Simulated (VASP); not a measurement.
Runs of VASP 6.6.1 on Ca. The structure is that of space group Fm-3m (No. 225), or close to it. The cells are those of the table. 

```csv
level,cell,k mesh,cutoff (eV),gap on the mesh (eV),pressure (GPa)
PBE,"a = 3.892 Å, angles 60.0°, 1 atom",6 × 6 × 6,500,none,0.0
r2SCAN,"a = 3.892 Å, angles 60.0°, 1 atom",14 × 14 × 14,550,none,0.7
PBE,"a = 3.940 Å, angles 60.0°, 1 atom",6 × 6 × 6,500,none,(a)
r2SCAN,"a = 3.940 Å, angles 60.0°, 1 atom",14 × 14 × 14,550,none,0.0
```

Alike in all rows: task single point; potentials or basis VASP PAW PBE potentials, release 64 (Ca_sv); no spin polarisation; smearing gaussian 0.05 eV.

Question: Fill in the values left out.

Answer: (a) -0.6.

Caveats: the PAW data sets were made with another functional, which shifts forces and pressure a little (at least some runs).

A gap of «none» marks levels without a gap at the run's occupations.
